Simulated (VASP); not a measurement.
# Mo (Im-3m) in VASP: single point with PBE

Aim: the single point of Mo with PBE.

Program: VASP 6.6.1. These are calculated values, not measurements. Logs are shortened: lines on timing, memory, paths and dates and some standing lists are left out, and cuts for length are marked.

### 1 The cell of the first run

The structure is cubic, space group Im-3m (No. 229). The conventional cell has a = 3.163 Å, b = 3.163 Å, c = 3.163 Å, α = 90.00°, β = 90.00°, γ = 90.00°. Mo (site symmetry m-3m) has 14 Mo at 2.74 to 3.16 Å within 3.6 Å.

### 2 Single point, PBE

File INCAR:

```
PREC = Accurate ; ENCUT = 500
EDIFF = 1E-6 ; ISMEAR = 0
SIGMA = 0.1 ; LREAL = F
LASPH = T ; NELM = 120
ALGO = Normal ; ISIF = 2
LWAVE = F ; LCHARG = F
GGA = PE ; NBANDS = 13
GGA_COMPAT = F
```

File KPOINTS:

```
Automatic mesh
0
Gamma
  8 8 8
```

File POSCAR:

```
Mo
1.0
   -1.5816435708      1.5816435708      1.5816435708
    1.5816435708     -1.5816435708      1.5816435708
    1.5816435708      1.5816435708     -1.5816435708
Mo
1
Direct
    0.0000000000      0.0000000000      0.0000000000
```

Potentials or basis: VASP PAW PBE potentials, release 64 (Mo_sv).

The run is started by

```
$ cat potpaw_PBE.64/Mo_sv/POTCAR > POTCAR
$ mpirun -np 1 vasp_std > vasp.out
```

OUTCAR:

```text
PREC = Accurate
   ENCUT = 500
   EDIFF = 1E-6
   ISMEAR = 0
   LREAL = F
   LASPH = T
   NELM = 120
   ISIF = 2
   GGA = PE

 ion  position               nearest neighbor table
   1  0.000  0.000  0.000-

  LATTYP: Found a body centered cubic cell.
 ALAT       =     3.1632871416

  Lattice vectors:

 A1 = (  -1.5816435708,   1.5816435708,   1.5816435708)
 A2 = (   1.5816435708,  -1.5816435708,   1.5816435708)
 A3 = (   1.5816435708,   1.5816435708,  -1.5816435708)

Analysis of symmetry for initial positions (statically):
=====================================================================
 Subroutine PRICEL returns:
 Original cell was already a primitive cell.

 Routine SETGRP: Setting up the symmetry group for a
 body centered cubic supercell.

 Subroutine GETGRP returns: Found 48 space group operations
 (whereof 48 operations were pure point group operations)
 out of a pool of 48 trial point group operations.

The static configuration has the point symmetry O_h .

Analysis of symmetry for dynamics (positions and initial velocities):
=====================================================================
 Subroutine PRICEL returns:
 Original cell was already a primitive cell.

 Routine SETGRP: Setting up the symmetry group for a
 body centered cubic supercell.

 Subroutine GETGRP returns: Found 48 space group operations
 (whereof 48 operations were pure point group operations)
 out of a pool of 48 trial point group operations.

The dynamic configuration has the point symmetry O_h .

 Subroutine INISYM returns: Found 48 space group operations
 (whereof 48 operations are pure point group operations),
 and found     1 'primitive' translations

----------------------------------------------------------------------------------------

                                     Primitive cell

  volume of cell :      15.8265

  direct lattice vectors                    reciprocal lattice vectors
    -1.581643571  1.581643571  1.581643571     0.000000000  0.316126850  0.316126850
     1.581643571 -1.581643571  1.581643571     0.316126850  0.000000000  0.316126850
     1.581643571  1.581643571 -1.581643571     0.316126850  0.316126850  0.000000000

  length of vectors
     2.739487024  2.739487024  2.739487024     0.447070879  0.447070879  0.447070879

  position of ions in fractional coordinates (direct lattice)
     0.000000000  0.000000000  0.000000000

  ion indices of the primitive-cell ions
   primitive index   ion index
                 1           1

[... 73 lines left out ...]
   EDIFFG = 0.1E-04   stopping-criterion for IOM
   NSW    =      0    number of steps for IOM
   IBRION =     -1    ionic relax: 0-MD 1-quasi-New 2-CG
   NFREE  =      0    steps in history (QN), initial steepest desc. (CG)
   ISIF   =      2    stress and relaxation
   ISYM   =      2    0-nonsym 1-usesym 2-fastsym
   POTIM  = 0.5000    time-step for ionic-motion
   TEBEG  =    0.0;   TEEND  =   0.0 temperature during run
   PSTRESS=    0.0 pullay stress
   NELECT =      14.0000    total number of electrons
   NUPDOWN=      -1.0000    fix difference up-down
   EMIN   =  10.00;   EMAX   =-10.00  energy-range for DOS
   EFERMI =   0.00;   METHOD = LEGACY
   ISMEAR =     0;   SIGMA  =   0.10  broadening in eV -4-tet -1-fermi 0-gaus
   EFERMI_NEDOS =   21; number of points for ismear=-14 and -15
   IALGO  =     38    algorithm
   IMIX   =      4    mixing-type and parameters
     AMIX     =   0.40;   BMIX     =  1.00
     AMIX_MAG =   1.60;   BMIX_MAG =  1.00
  volume/ion in A,a.u.               =      15.83       106.80
  Fermi-wavevector in a.u.,A,eV,Ry     =   1.571528  2.969758 33.602328  2.469701
  Thomas-Fermi vector in A             =   2.673099
   LORBIT       =      0    0 simple, 1 ext, 2 COOP (PROOUT), +10 PAW based schemes
   GGA     = PE    functional components
   LHFCALC =     F    Hartree Fock is set to
   AEXX    =    0.0000 exact exchange contribution
   IVDW    =     0    specifies the selected vdW correction
   LEPSILON=     F    determine dielectric tensor
   LRPA    =     F    only Hartree local field effects (RPA)
 non-spin polarized calculation
 Gauss-broadening in eV      SIGMA  =   0.10
  energy-cutoff  :      500.00
  volume of cell :       15.83
 maximum number of plane-waves:       420
   NGX =  9   NGY =  9   NGZ =  9

 number of electron      14.0000004 magnetization

 Free energy of the ion-electron system (eV)
  ---------------------------------------------------
  ext. energy  EPLUGINS =         0.00000000
  ---------------------------------------------------
  free energy    TOTEN  =       -10.91527148 eV

  energy without entropy =      -10.91101030  energy(sigma->0) =      -10.91314089

 E-fermi :  12.2705     XC(G=0): -13.3224

 val. band max:       12.2647570342   @ k =  -0.2500   0.2500   0.1250
 cond. band min:      12.3722542660   @ k =   0.3750   0.0000   0.0000
 fundamental gap:      0.1074972317
 Fermi energy:        12.2705461892

 k-point     1 :       0.0000    0.0000    0.0000
  band No.  band energies     occupation
      1     -48.8952      2.00000
      2     -22.1889      2.00000
      3     -22.1889      2.00000
      4     -22.1889      2.00000
      5       5.2001      2.00000
      6      11.0489      2.00000
      7      11.0489      2.00000
      8      11.0489      2.00000
      9      14.0289      0.00000
     10      14.0289      0.00000
     11      27.2078      0.00000
     12      27.2078      0.00000
     13      27.2078      0.00000
[... 354 lines left out ...]
  band No.  band energies     occupation
      1     -48.5876      2.00000
      2     -23.1885      2.00000
      3     -22.8076      2.00000
      4     -22.6849      2.00000
      5       8.5168      2.00000
      6       9.0697      2.00000
      7      11.7735      2.00000
      8      12.5956      0.00000
      9      15.2259      0.00000
     10      17.3083      0.00000
     11      26.0443      0.00000
     12      28.0614      0.00000
     13      29.1538      0.00000

 [... further k-points ...]
[... 5 lines left out ...]
  --------------------------------------------------------------------------------------
  -------------------------------------------------------------------------------------
  Total        0.0503686      0.0503686      0.0503686      0.0000000      0.0000000     -0.0000000
  in kB        5.0989999      5.0989999      5.0989999      0.0000000      0.0000000     -0.0000000
  external PRESSURE =       5.0989999 kB  Pullay stress =       0.0000000 kB

 VOLUME and BASIS-vectors are now :
 -----------------------------------------------------------------------------
  energy-cutoff  :      500.00
  volume of cell :       15.83
      direct lattice vectors                 reciprocal lattice vectors
    -1.581643571  1.581643571  1.581643571     0.000000000  0.316126850  0.316126850
     1.581643571 -1.581643571  1.581643571     0.316126850  0.000000000  0.316126850
     1.581643571  1.581643571 -1.581643571     0.316126850  0.316126850  0.000000000

 POSITION                                       TOTAL-FORCE (eV/Angst)
 -----------------------------------------------------------------------------------
      0.00000      0.00000      0.00000        -0.000000      0.000000     -0.000000
 -----------------------------------------------------------------------------------
    total drift:                                0.000000     -0.000000      0.000000

  FREE ENERGIE OF THE ION-ELECTRON SYSTEM (eV)
  ---------------------------------------------------
  free  energy   TOTEN  =       -10.9152714845 eV

  energy  without entropy=      -10.9110102977  energy(sigma->0) =      -10.91314089
```

stdout:

```text
POSCAR found type information on POSCAR Mo
 POSCAR found :  1 types and       1 ions
 scaLAPACK will be used
 LDA part: xc-table for (Slater+PW92), standard interpolation
 POSCAR, INCAR and KPOINTS ok, starting setup
 FFT: planning ... GRIDC
 FFT: planning ... GRID_SOFT
 FFT: planning ... GRID
 WAVECAR not read
 entering main loop
```

Run time: 4 s. Hardware: 1 thread of Intel Xeon 6975P-C, shared host; peak memory 0.12 GiB.

What came out:

| Item | Value |
| --- | --- |
| Free energy | -10.9153 eV |
| Pressure | 0.5 GPa |
| Band gap on the k mesh | zero (band 7 reaches 16.30 eV, above the bottom of band 8 at 11.05 eV) |
